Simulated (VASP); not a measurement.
# TePb in VASP: notebook, part 2 of 2

VASP 6.6.1. The steps go on from the part before.

## Step 5: Single point, PBE (shear xy strain -1.5%)

INCAR

```
PREC = Accurate
ENCUT = 520
EDIFF = 1E-6
ISMEAR = 0
SIGMA = 0.01
LREAL = False
LASPH = True
NELM = 60
ALGO = Normal
ISIF = 2
LWAVE = False
LCHARG = False
GGA = PE
NBANDS = 17
```

KPOINTS

```
Automatic mesh
0
Gamma
  4 4 4
```

POSCAR

```
TePb
1.0
   -0.0245087798      3.2678373030      3.2678373030
    3.2678373030     -0.0245087798      3.2678373030
    3.2433285233      3.2433285233      0.0000000000
Pb Te
1 1
Direct
    0.0000000000      0.0000000000      0.0000000000
    0.5000000000      0.5000000000      0.5000000000
```

Potentials or basis: VASP PAW PBE potentials, release 64 (Pb_d, Te).

Command:

```console
$ cat potpaw_PBE.64/Pb_d/POTCAR potpaw_PBE.64/Te/POTCAR > POTCAR
$ mpirun -np 1 vasp_std > vasp.out
```

OUTCAR:

```text
PREC = Accurate
   ENCUT = 520
   EDIFF = 1E-6
   ISMEAR = 0
   LREAL = False
   LASPH = True
   NELM = 60
   ISIF = 2
   GGA = PE

 ion  position               nearest neighbor table
   1  0.000  0.000  0.000-   2 3.27   2 3.27   2 3.27   2 3.27   2 3.27   2 3.27
   2  0.500  0.500  0.500-   1 3.27   1 3.27   1 3.27   1 3.27   1 3.27   1 3.27

  LATTYP: Found a body centered orthorhombic cell.
 ALAT       =     4.5867591849
 B/A-ratio  =     1.0151133501
 C/A-ratio  =     1.4249003147

  Lattice vectors:

 A1 = (   0.0245087798,  -3.2678373030,  -3.2678373030)
 A2 = (  -0.0245087797,   3.2678373031,  -3.2678373030)
 A3 = (   3.2678373030,  -0.0245087798,   3.2678373030)

Analysis of symmetry for initial positions (statically):
=====================================================================
 Subroutine PRICEL returns:
 Original cell was already a primitive cell.

 Routine SETGRP: Setting up the symmetry group for a
 body centered orthorhombic supercell.

 Subroutine GETGRP returns: Found  8 space group operations
 (whereof  8 operations were pure point group operations)
 out of a pool of  8 trial point group operations.

The static configuration has the point symmetry D_2h.

Analysis of symmetry for dynamics (positions and initial velocities):
=====================================================================
 Subroutine PRICEL returns:
 Original cell was already a primitive cell.

 Routine SETGRP: Setting up the symmetry group for a
 body centered orthorhombic supercell.

 Subroutine GETGRP returns: Found  8 space group operations
 (whereof  8 operations were pure point group operations)
 out of a pool of  8 trial point group operations.

The dynamic configuration has the point symmetry D_2h.

 Subroutine INISYM returns: Found  8 space group operations
 (whereof  8 operations are pure point group operations),
 and found     1 'primitive' translations

[... 104 lines left out ...]
   IALGO  =     38    algorithm
   IMIX   =      4    mixing-type and parameters
     AMIX     =   0.40;   BMIX     =  1.00
     AMIX_MAG =   1.60;   BMIX_MAG =  1.00
  volume/ion in A,a.u.               =      34.89       235.48
  Fermi-wavevector in a.u.,A,eV,Ry     =   1.079334  2.039646 15.850270  1.164962
  Thomas-Fermi vector in A             =   2.215296
   LORBIT       =      0    0 simple, 1 ext, 2 COOP (PROOUT), +10 PAW based schemes
   GGA     = PE    functional components
   LHFCALC =     F    Hartree Fock is set to
   AEXX    =    0.0000 exact exchange contribution
   IVDW    =     0    specifies the selected vdW correction
   LEPSILON=     F    determine dielectric tensor
   LRPA    =     F    only Hartree local field effects (RPA)
 non-spin polarized calculation
 Gauss-broadening in eV      SIGMA  =   0.01
  energy-cutoff  :      520.00
  volume of cell :       69.79
 maximum number of plane-waves:      1896
 NGX is ok and might be reduce to    36
   NGX = 17   NGY = 17   NGZ = 17

 number of electron      20.0000001 magnetization

 Free energy of the ion-electron system (eV)
  ---------------------------------------------------
  ext. energy  EPLUGINS =         0.00000000
  ---------------------------------------------------
  free energy    TOTEN  =        -7.51277266 eV

  energy without entropy =       -7.51277266  energy(sigma->0) =       -7.51277266

 E-fermi :   5.2868     XC(G=0):  -9.1516

 val. band max:        5.2160267324   @ k =   0.5000   0.0000   0.0000
 cond. band min:       5.9492913212   @ k =   0.0000   0.0000   0.5000
 fundamental gap:      0.7332645888
 Fermi energy:         5.2867842083

 k-point     1 :       0.0000    0.0000    0.0000
  band No.  band energies     occupation
      1     -11.4850      2.00000
      2     -11.4845      2.00000
      3     -11.4781      2.00000
      4     -11.4771      2.00000
      5     -11.4769      2.00000
      6      -6.5515      2.00000
[... 337 lines left out ...]
      4     -11.4697      2.00000
      5     -11.4550      2.00000
      6      -4.8408      2.00000
[... 9 lines left out ...]
     16      16.0808      0.00000
     17      16.1094      0.00000

------------------------ aborting loop because EDIFF is reached ----------------------------------------

  FORCE on cell =-STRESS in cart. coord.  units (eV):
  Direction    XX          YY          ZZ          XY          YZ          ZX
  --------------------------------------------------------------------------------------
  -------------------------------------------------------------------------------------
  Total        0.2457959      0.2457959      0.2434887      0.1017220     -0.0000000     -0.0000000
  in kB        5.6428480      5.6428480      5.5898805      2.3352776     -0.0000000     -0.0000000
  external PRESSURE =       5.6251922 kB  Pullay stress =       0.0000000 kB

 VOLUME and BASIS-vectors are now :
 -----------------------------------------------------------------------------
  energy-cutoff  :      520.00
  volume of cell :       69.79
      direct lattice vectors                 reciprocal lattice vectors
    -0.024508780  3.267837303  3.267837303    -0.151867388  0.151867388  0.153006393
     3.267837303 -0.024508780  3.267837303     0.151867388 -0.151867388  0.153006393
     3.243328523  3.243328523  0.000000000     0.154162613  0.154162613 -0.153006393

 POSITION                                       TOTAL-FORCE (eV/Angst)
 -----------------------------------------------------------------------------------
      0.00000      0.00000      0.00000        -0.000000      0.000000     -0.000000
      3.24333      3.24333      3.26784         0.000000     -0.000000      0.000000
 -----------------------------------------------------------------------------------
    total drift:                               -0.000000      0.000000      0.000000

  FREE ENERGIE OF THE ION-ELECTRON SYSTEM (eV)
  ---------------------------------------------------
  free  energy   TOTEN  =        -7.5127726640 eV

  energy  without entropy=       -7.5127726640  energy(sigma->0) =       -7.51277266
```

OSZICAR:

```text
N       E                     dE             d eps       ncg     rms          rms(c)
DAV:   1     0.152723685405E+03    0.15272E+03   -0.90731E+03   612   0.113E+03
DAV:   2     0.319469778220E+01   -0.14953E+03   -0.14504E+03   658   0.289E+02
DAV:   3    -0.735564035434E+01   -0.10550E+02   -0.10493E+02   792   0.836E+01
DAV:   4    -0.764060894951E+01   -0.28497E+00   -0.28484E+00   774   0.156E+01
DAV:   5    -0.765127165174E+01   -0.10663E-01   -0.10662E-01   875   0.266E+00    0.313E+00
DAV:   6    -0.751468540833E+01    0.13659E+00   -0.31290E-01   891   0.374E+00    0.192E+00
DAV:   7    -0.751083279841E+01    0.38526E-02   -0.90038E-02   786   0.141E+00    0.926E-01
DAV:   8    -0.751291857173E+01   -0.20858E-02   -0.10590E-02   750   0.104E+00    0.164E-01
DAV:   9    -0.751271655590E+01    0.20202E-03   -0.14702E-03   930   0.396E-01    0.693E-02
DAV:  10    -0.751276754428E+01   -0.50988E-04   -0.15859E-04   742   0.886E-02    0.186E-02
DAV:  11    -0.751277271912E+01   -0.51748E-05   -0.30638E-05   854   0.438E-02    0.131E-02
DAV:  12    -0.751277266402E+01    0.55100E-07   -0.18012E-06   764   0.101E-02
   1 F= -.75127727E+01 E0= -.75127727E+01  d E =-.318272E-25
```

stdout:

```text
POSCAR found type information on POSCAR PbTe
 POSCAR found :  2 types and       2 ions
 scaLAPACK will be used
 LDA part: xc-table for (Slater+PW92), standard interpolation
 POSCAR, INCAR and KPOINTS ok, starting setup
 FFT: planning ... GRIDC
 FFT: planning ... GRID_SOFT
 FFT: planning ... GRID
 WAVECAR not read
 entering main loop
```

Run time: 10 s. Hardware: 1 thread of Intel Xeon 6975P-C (Granite Rapids), shared host; peak memory 0.2 GiB.

What came out:

* Free energy: -7.5128 eV
* Pressure: 0.6 GPa
* Band gap on the k mesh: 0.73 eV, indirect (least direct gap 0.80 eV)

Stress tensor (GPa, compression positive):
```
0.56 0.23 0.00
0.23 0.56 0.00
0.00 0.00 0.56
```

Levels at points of the mesh, in eV from the valence-band top:
```csv
k point,band 6,band 7,band 8,band 9,band 10,band 11,band 12,band 13,band 14,band 15
"(0.00, 0.00, 0.00)",-11.77,-5.71,-1.30,-1.24,-1.18,3.99,4.01,4.03,5.76,5.85
"(0.50, 0.00, 0.00)",-10.43,-8.46,-0.80,-0.77,0.00,0.80,1.34,1.38,8.30,8.99
"(0.50, 0.50, 0.00)",-10.20,-7.27,-4.26,-2.70,-2.56,3.41,5.30,5.35,6.49,10.00
"(0.00, 0.00, 0.50)",-10.41,-8.42,-0.84,-0.81,-0.06,0.73,1.28,1.32,8.34,9.10
"(0.50, 0.00, 0.50)",-10.20,-7.27,-4.26,-2.63,-2.63,3.41,5.32,5.33,6.49,9.99
```

Caveat: the cell differs from its parent crystal (shear xy strain -1.5%); spin-orbit coupling is left out, which moves the levels of the heavy elements.

## Step 6: Single point, PBE

INCAR

```
SYSTEM = TePb
ALGO = Normal
EDIFF = 1E-6
ENCUT = 520
GGA = PE
ISIF = 2
ISMEAR = -1
LASPH = .True.
LCHARG = .False.
LREAL = .False.
LWAVE = .False.
NBANDS = 17
NELM = 80
PREC = Accurate
SIGMA = 0.02
```

KPOINTS

```
k-points
0
Gamma
  8 8 8
  0 0 0
```

POSCAR

```
TePb
1.0
    0.0000000000      3.2678373030      3.2678373030
    3.2678373030      0.0000000000      3.2678373030
    3.2678373030      3.2678373030      0.0000000000
Pb Te
1 1
Direct
    0.0000000000      0.0000000000      0.0000000000
    0.5000000000      0.5000000000      0.5000000000
```

Potentials or basis: VASP PAW PBE potentials, release 64 (Pb_d, Te).

Command:

```console
$ cat potpaw_PBE.64/Pb_d/POTCAR potpaw_PBE.64/Te/POTCAR > POTCAR
$ mpirun -np 1 vasp_std > vasp.out
```

OUTCAR:

```text
SYSTEM = TePb
   EDIFF = 1E-6
   ENCUT = 520
   GGA = PE
   ISIF = 2
   ISMEAR = -1
   LASPH = .True.
   LREAL = .False.
   NELM = 80
   PREC = Accurate

 ion  position               nearest neighbor table
   1  0.000  0.000  0.000-   2 3.27   2 3.27   2 3.27   2 3.27   2 3.27   2 3.27
   2  0.500  0.500  0.500-   1 3.27   1 3.27   1 3.27   1 3.27   1 3.27   1 3.27

  LATTYP: Found a face centered cubic cell.
 ALAT       =     6.5356746060

  Lattice vectors:

[... 668 lines left out ...]

  FORCE on cell =-STRESS in cart. coord.  units (eV):
  Direction    XX          YY          ZZ          XY          YZ          ZX
  --------------------------------------------------------------------------------------
  -------------------------------------------------------------------------------------
  Total        0.2444667      0.2444667      0.2444667      0.0000000      0.0000000      0.0000000
  in kB        5.6120184      5.6120184      5.6120184      0.0000000      0.0000000      0.0000000
  external PRESSURE =       5.6120184 kB  Pullay stress =       0.0000000 kB

 VOLUME and BASIS-vectors are now :
 -----------------------------------------------------------------------------
  energy-cutoff  :      520.00
  volume of cell :       69.79
      direct lattice vectors                 reciprocal lattice vectors
     0.000000000  3.267837303  3.267837303    -0.153006393  0.153006393  0.153006393
     3.267837303  0.000000000  3.267837303     0.153006393 -0.153006393  0.153006393
     3.267837303  3.267837303  0.000000000     0.153006393  0.153006393 -0.153006393

 POSITION                                       TOTAL-FORCE (eV/Angst)
 -----------------------------------------------------------------------------------
      0.00000      0.00000      0.00000        -0.000000     -0.000000      0.000000
      3.26784      3.26784      3.26784         0.000000      0.000000     -0.000000
 -----------------------------------------------------------------------------------
    total drift:                               -0.000000      0.000000      0.000000

  FREE ENERGIE OF THE ION-ELECTRON SYSTEM (eV)
  ---------------------------------------------------
  free  energy   TOTEN  =        -7.5209204720 eV

  energy  without entropy=       -7.5209204720  energy(sigma->0) =       -7.52092047
```

OSZICAR:

```text
N       E                     dE             d eps       ncg     rms          rms(c)
DAV:   1     0.150553266527E+03    0.15055E+03   -0.90872E+03   986   0.113E+03
DAV:   2     0.249639267046E+01   -0.14806E+03   -0.14333E+03  1047   0.288E+02
DAV:   3    -0.738754766785E+01   -0.98839E+01   -0.98329E+01  1249   0.824E+01
DAV:   4    -0.764834074652E+01   -0.26079E+00   -0.26067E+00  1254   0.150E+01
DAV:   5    -0.765792423406E+01   -0.95835E-02   -0.95832E-02  1409   0.255E+00    0.308E+00
DAV:   6    -0.752238547927E+01    0.13554E+00   -0.30374E-01  1420   0.372E+00    0.189E+00
DAV:   7    -0.751882816716E+01    0.35573E-02   -0.87336E-02  1221   0.139E+00    0.905E-01
DAV:   8    -0.752106966579E+01   -0.22415E-02   -0.10364E-02  1178   0.102E+00    0.149E-01
DAV:   9    -0.752087069388E+01    0.19897E-03   -0.15198E-03  1478   0.400E-01    0.644E-02
DAV:  10    -0.752091448593E+01   -0.43792E-04   -0.16265E-04  1143   0.904E-02    0.201E-02
DAV:  11    -0.752092038061E+01   -0.58947E-05   -0.34533E-05  1373   0.460E-02    0.128E-02
DAV:  12    -0.752092047202E+01   -0.91405E-07   -0.19030E-06  1134   0.112E-02
   1 F= -.75209205E+01 E0= -.75209205E+01  d E =-.288148E-10
```

Run time: 14 s. Hardware: 1 thread of Intel Xeon 6975P-C (Granite Rapids), shared host; peak memory 0.21 GiB.

What came out:

* Free energy: -7.5209 eV
* Pressure: 0.6 GPa
* Band gap on the k mesh: 0.80 eV, direct

Caveat: spin-orbit coupling is left out, which moves the levels of the heavy elements. A k mesh can miss the band edges.

## Step 7: Overview

| cell | k mesh | smearing | gap on the mesh (eV) | pressure (GPa) |
| --- | --- | --- | --- | --- |
| a = 4.621 Å, angles 60.0°, 2 atoms | 4 × 4 × 4 | gaussian 0.01 eV | 0.80 | 0.6 |
| a = 4.691 Å, angles 60.0°, 2 atoms | 4 × 4 × 4 | gaussian 0.01 eV | 0.88 | -1.1 |
| a = 4.638 Å, angles 59.1°, 2 atoms | 4 × 4 × 4 | gaussian 0.01 eV | 0.66 | 1.0 |
| a = 4.621, b = 4.621, c = 4.587 Å, angles 60.2, 60.2, 60.5°, 2 atoms | 4 × 4 × 4 | gaussian 0.01 eV | 0.73 | 0.6 |
| a = 4.621 Å, angles 60.0°, 2 atoms | 8 × 8 × 8 | fermi-dirac 0.02 eV | 0.80 | 0.6 |

Alike in all rows: task single point; level PBE; potentials or basis VASP PAW PBE potentials, release 64 (Pb_d, Te); no spin polarisation; cutoff (eV) 520.

Caveats: spin-orbit coupling is left out, which moves the levels of the heavy elements.

Absolute energies hang on the potentials; compare differences alone.
